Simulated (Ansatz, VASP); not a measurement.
**One calculation of ZrC, two programs**

The input INCAR:

```
SYSTEM = ZrC
ALGO = Normal
EDIFF = 1E-6
EDIFFG = -0.05
ENCUT = 600
GGA = PS
IBRION = 2
ISIF = 3
ISMEAR = 0
LASPH = .True.
LCHARG = .False.
LREAL = .False.
LWAVE = .False.
NELM = 60
NSW = 80
PREC = Accurate
SIGMA = 0.1
```

Contents of KPOINTS:

```
k-points
0
Gamma
  8 8 8
  0 0 0
```

File POSCAR:

```
ZrC
1.0
    0.0000000000      2.2362946659      2.2362946659
    2.2362946659      0.0000000000      2.2362946659
    2.2362946659      2.2362946659      0.0000000000
Zr C
1 1
Direct
    0.0000000000      0.0000000000      0.0000000000
    0.5000000000      0.5000000000      0.5000000000
```

Input for Ansatz:

```yaml
crystal:
  lattice:
    - [0.0, 2.2362946659, 2.2362946659]
    - [2.2362946659, 0.0, 2.2362946659]
    - [2.2362946659, 2.2362946659, 0.0]
  atoms:
    - { symbol: Zr, position: [0.0, 0.0, 0.0] }
    - { symbol: C, position: [0.5, 0.5, 0.5] }
basis:
  ecutwfc: 420
kpoints:
  mp_grid: { grid: [8, 8, 8] }
hamiltonian:
  xc: pbesol
scf:
  occupations: { method: gaussian, width: 0.1 }
output:
  forces: true
  stress: true
  eigenvalues: true
relax:
  adjacent_minimum: "off"
  f_tol: 0.05
  max_steps: 60
  cell: { stress_tol: 0.5 }
```

Alike in both runs: task relaxation of cell and atoms; functional PBEsol; k mesh 8 × 8 × 8; occupations gaussian, width 0.1 eV; no spin polarisation.

|  | VASP | Ansatz |
| --- | --- | --- |
| version | VASP 6.6.1 | Ansatz 0.2.0 |
| potentials or method | VASP PAW PBE potentials, release 64 (Zr_sv, C), cutoff 600 eV | scalar-relativistic, plane waves, PAW |
| valence electrons in the cell | 16 | 16 |

Ansatz gave:

- gap on the k mesh at the Fermi level, each at its own relaxed structure (eV): none
- relaxed volume (Å³/atom): 12.70
- relaxed cell length with the largest relative difference (Å): 3.300

Problem. What did VASP give for the same quantities?

Solution. gap on the k mesh at the Fermi level, each at its own relaxed structure (eV): none; relaxed volume (Å³/atom): 12.76; relaxed cell length with the largest relative difference (Å): 3.305.

VASP's potentials were made for PBE, not for PBEsol. A gap of «none» marks a metal or a gap that the smearing closes.
